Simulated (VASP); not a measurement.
# Zn12Cl in VASP: further runs, part 2 of 2

VASP 6.6.1.

## Step 4: Single point, PBE

File INCAR:

```
SYSTEM = Zn12Cl
  ALGO = Normal
  EDIFF = 1E-6
  ENCUT = 520
  GGA = PE
  ISIF = 2
  ISMEAR = -1
  LASPH = .TRUE.
  LCHARG = .FALSE.
  LREAL = .FALSE.
  LWAVE = .FALSE.
  NBANDS = 88
  NELM = 80
  PREC = Accurate
  SIGMA = 0.15
```

File KPOINTS:

```
k-points
0
G
  2 2 1
  0 0 0
```

File POSCAR:

```
Zn12Cl
1.0
    5.3200000000      0.0000000000      0.0000000000
    2.6600000000      4.6072550000      0.0000000000
    0.0000000000      0.0000000000     17.9369600000
Zn Cl
12 1
Direct
    0.0000000000      0.0000000000      0.0557508073
    0.5000000000      0.0000000000      0.0557508073
    0.0000029844      0.4999940312      0.0557508073
    0.5000029844      0.4999940312      0.0557508073
   -0.2203860944      0.2580278278      0.1662656325
    0.2253171620      0.3230122926      0.1940462598
   -0.2905621972      0.8102221388      0.2260806736
    0.2637143243      0.7842630807      0.1930037197
   -0.0401342977      0.0366595728      0.3064733377
    0.4544100355     -0.0331433793      0.3656472446
   -0.0139857059      0.4944375773      0.3456271297
    0.5040862906      0.4745341858      0.3029275864
    0.8063471453      0.7594109725      0.4623581699
```

Potentials or basis: VASP PAW PBE potentials, release 64 (Zn, Cl).

Command:

```bash
> cat potpaw_PBE.64/Zn/POTCAR potpaw_PBE.64/Cl/POTCAR > POTCAR
> mpirun -np 1 vasp_std > vasp.out
```

OUTCAR:

```text
SYSTEM = Zn12Cl
   EDIFF = 1E-6
   ENCUT = 520
   GGA = PE
   ISIF = 2
   ISMEAR = -1
   LASPH = .TRUE.
   LREAL = .FALSE.
   NELM = 80
   PREC = Accurate

 ion  position               nearest neighbor table
   1  0.000  0.000  0.056-   5 2.36   4 2.66   3 2.66   2 2.66   2 2.66   3 2.66   4 2.66   8 2.78

   2  0.500  0.000  0.056-   3 2.66   4 2.66   1 2.66   1 2.66   4 2.66   3 2.66   6 2.95
   3  0.000  0.500  0.056-   1 2.66   2 2.66   4 2.66   4 2.66   2 2.66   1 2.66   6 2.71   5 2.91

   4  0.500  0.500  0.056-   5 2.43   2 2.66   1 2.66   3 2.66   3 2.66   1 2.66   2 2.66   8 2.83

   5  0.780  0.258  0.166-   1 2.36   4 2.43   8 2.59   6 2.61   9 2.74  12 2.79   7 2.80   8 2.81
                             6 2.84   3 2.91   7 2.97
   6  0.225  0.323  0.194-   8 2.56   5 2.61   3 2.71   7 2.72   7 2.73   8 2.77  12 2.80   5 2.84
                            11 2.95   2 2.95
   7  0.709  0.810  0.226-   8 2.51   9 2.63  11 2.67   6 2.72   6 2.73  10 2.77   5 2.80  12 2.87
                             8 2.94   5 2.97
   8  0.264  0.784  0.193-  12 2.48   7 2.51   9 2.53   6 2.56   5 2.59   6 2.77   1 2.78   5 2.81
                             4 2.83   7 2.94
   9  0.960  0.037  0.306-  12 2.38   8 2.53  11 2.60   7 2.63  10 2.69   5 2.74  11 2.90  12 2.94

  10  0.454  0.967  0.366-  13 2.38   9 2.69  11 2.69  11 2.71  12 2.74   7 2.77
  11  0.986  0.494  0.346-  13 2.44   9 2.60   7 2.67  10 2.69  10 2.71  12 2.73  12 2.81   9 2.90
                             6 2.95
  12  0.504  0.475  0.303-   9 2.38   8 2.48  11 2.73  10 2.74   5 2.79   6 2.80  11 2.81   7 2.87
                             9 2.94
  13  0.806  0.759  0.462-  10 2.38  11 2.44

  LATTYP: Found a hexagonal cell.
 ALAT       =     5.3199998717
 C/A-ratio  =     3.3716091039

  Lattice vectors:

 A1 = (  -2.6600000000,  -4.6072550000,   0.0000000000)
 A2 = (   5.3200000000,   0.0000000000,   0.0000000000)
 A3 = (   0.0000000000,   0.0000000000,  17.9369600000)

[... 157 lines left out ...]
   LRPA    =     F    only Hartree local field effects (RPA)
 non-spin polarized calculation
  energy-cutoff  :      520.00
  volume of cell :      439.65
 maximum number of plane-waves:     11852
 NGX is ok and might be reduce to    40
   NGX = 19   NGY = 19   NGZ = 67

 number of electron     150.9999989 magnetization

 Free energy of the ion-electron system (eV)
  ---------------------------------------------------
  ext. energy  EPLUGINS =         0.00000000
  ---------------------------------------------------
  free energy    TOTEN  =       -15.17447662 eV

  energy without entropy =      -14.82647673  energy(sigma->0) =      -15.00047668

 E-fermi :  -0.9716     XC(G=0):  -6.1422

 val. band max:       -1.0369229250   @ k =   0.5000   0.0000   0.0000
 cond. band min:      -0.9186332141   @ k =   0.0000   0.5000   0.0000
 fundamental gap:      0.1182897108
 Fermi energy:        -0.9716003789

 k-point     1 :       0.0000    0.0000    0.0000
  band No.  band energies     occupation
      1     -16.6857      2.00000
      2     -10.8537      2.00000
      3      -9.7126      2.00000
      4      -9.4753      2.00000
      5      -9.3388      2.00000
      6      -9.3160      2.00000
[... 349 lines left out ...]
     86       3.4883      0.00000
     87       4.0608      0.00000
 [bands above 87 left out]

------------------------ aborting loop because EDIFF is reached ----------------------------------------

  FORCE on cell =-STRESS in cart. coord.  units (eV):
  Direction    XX          YY          ZZ          XY          YZ          ZX
  --------------------------------------------------------------------------------------
  -------------------------------------------------------------------------------------
  Total        0.9462689      0.8048350     -0.9628791      0.0645174      0.1323727      0.9924973
  in kB        3.4484381      2.9330180     -3.5089696      0.2351174      0.4823988      3.6169058
  external PRESSURE =       0.9574955 kB  Pullay stress =       0.0000000 kB

 VOLUME and BASIS-vectors are now :
 -----------------------------------------------------------------------------
  energy-cutoff  :      520.00
  volume of cell :      439.65
      direct lattice vectors                 reciprocal lattice vectors
     5.320000000  0.000000000  0.000000000     0.187969925 -0.108524490  0.000000000
     2.660000000  4.607255000  0.000000000     0.000000000  0.217048980  0.000000000
     0.000000000  0.000000000 17.936960000     0.000000000  0.000000000  0.055750807

 POSITION                                       TOTAL-FORCE (eV/Angst)
 -----------------------------------------------------------------------------------
      0.00000      0.00000      1.00000         0.138857     -0.713337     -0.642504
      2.66000      0.00000      1.00000        -0.023864     -0.146885      0.244585
      1.33000      2.30360      1.00000        -0.024084      0.221123      0.090211
      3.99000      2.30360      1.00000        -0.371759      0.506271     -0.274524
      4.83390      1.18880      2.98230        -0.256819      0.458497      1.448070
      2.05790      1.48820      3.48060         0.189468     -0.354092      0.211364
      5.92940      3.73290      4.05520         0.305085     -0.077676      0.131924
      3.48910      3.61330      3.46190        -0.035540      0.208536     -0.875869
      5.20400      0.16890      5.49720         0.516815     -0.684006      0.214989
      4.98930      4.45456      6.55860        -0.049911      0.461778     -0.298877
      6.56080      2.27800      6.19950         0.285413     -0.272067     -0.088018
      3.94400      2.18630      5.43360        -0.549116      0.387458      0.081703
      6.30980      3.49880      8.29330        -0.124546      0.004400     -0.243056
 -----------------------------------------------------------------------------------
    total drift:                                0.000129     -0.001075     -0.001774

  FREE ENERGIE OF THE ION-ELECTRON SYSTEM (eV)
  ---------------------------------------------------
  free  energy   TOTEN  =       -15.1744766244 eV

  energy  without entropy=      -14.8264767302  energy(sigma->0) =      -15.00047668
```

OSZICAR:

```text
N       E                     dE             d eps       ncg     rms          rms(c)
DAV:   1     0.116234439857E+04    0.11623E+04   -0.71286E+04   704   0.203E+03
DAV:   2     0.134649667041E+03   -0.10277E+04   -0.99565E+03   704   0.482E+02
DAV:   3    -0.768341679638E+01   -0.14233E+03   -0.13929E+03   768   0.174E+02
[... 15 lines left out ...]
DAV:  19    -0.151744533840E+02   -0.12763E-04   -0.39723E-06   600   0.153E-02    0.363E-03
DAV:  20    -0.151744609220E+02   -0.75380E-05   -0.64735E-07   488   0.893E-03    0.206E-03
DAV:  21    -0.151744727850E+02   -0.11863E-04   -0.20515E-06   520   0.564E-03    0.822E-04
DAV:  22    -0.151744757035E+02   -0.29185E-05   -0.40153E-07   512   0.474E-03    0.875E-04
DAV:  23    -0.151744766244E+02   -0.92091E-06   -0.89222E-08   472   0.276E-03
   1 F= -.15174477E+02 E0= -.15000477E+02  d E =-.348000E+00
```

stdout:

```text
POSCAR found type information on POSCAR ZnCl
 POSCAR found :  2 types and      13 ions
 scaLAPACK will be used
 LDA part: xc-table for (Slater+PW92), standard interpolation
 POSCAR, INCAR and KPOINTS ok, starting setup
 FFT: planning ... GRIDC
 FFT: planning ... GRID_SOFT
 FFT: planning ... GRID
 WAVECAR not read
 entering main loop
```

It took 5.4 min on 1 thread of Intel Xeon Platinum 8259CL at 2.50GHz (Skylake/Cascade Lake), shared host; peak memory 0.56 GiB.

Results:

```yaml
Free_energy: -15.1745 eV
Largest_force: 1.540 eV/Å
Band_gap_on_the_k_mesh: zero (an odd number of electrons rules out a gap without spin polarisation)
```

Forces on the atoms (eV/Å):
```
Zn   0.139 -0.713 -0.643
Zn  -0.024 -0.147  0.245
Zn  -0.024  0.221  0.090
Zn  -0.372  0.506 -0.275
Zn  -0.257  0.458  1.448
Zn   0.189 -0.354  0.211
Zn   0.305 -0.078  0.132
Zn  -0.036  0.209 -0.876
Zn   0.517 -0.684  0.215
Zn  -0.050  0.462 -0.299
Zn   0.285 -0.272 -0.088
Zn  -0.549  0.387  0.082
Cl  -0.125  0.004 -0.243
```

Levels at points of the mesh, in eV from the Fermi level:
```
           k point  band 73  band 74  band 75  band 76  band 77  band 78
(0.00, 0.00, 0.00)    -1.44    -1.31    -1.05    -0.78    -0.56     0.23
(0.50, 0.00, 0.00)    -2.04    -1.82    -0.07     0.36     0.53     0.82
(0.50, 0.50, 0.00)    -2.22    -1.81    -0.20    -0.07     0.53     1.10
(0.00, 0.50, 0.00)    -2.12    -1.83     0.05     0.27     0.34     0.94
```

Caveat: the k points lie up to 0.68 Å⁻¹ apart, too coarse for converged energies and pressures of a metal; the atoms stand as in a frame of molecular dynamics; an odd number of electrons without spin polarisation forces a metal; a magnetic or distorted state may lie lower.

## Step 5: Summary

```tsv
cell	gap on the mesh (eV)	largest force (eV/Å)
as given, atomic positions A	none	0.93
as given, atomic positions B	none	1.18
as given, atomic positions C	none	1.54
```

Alike in all rows: task single point; level PBE; potentials or basis VASP PAW PBE potentials, release 64 (Zn, Cl); no spin polarisation; k mesh 2 × 2 × 1; cutoff (eV) 520; smearing fermi-dirac 0.15 eV.

Caveats: all runs use coarse meshes; the atoms stand as in a frame of molecular dynamics; an odd number of electrons without spin polarisation forces a metal; a magnetic or distorted state may lie lower.

Absolute energies hang on the potentials; compare differences alone.
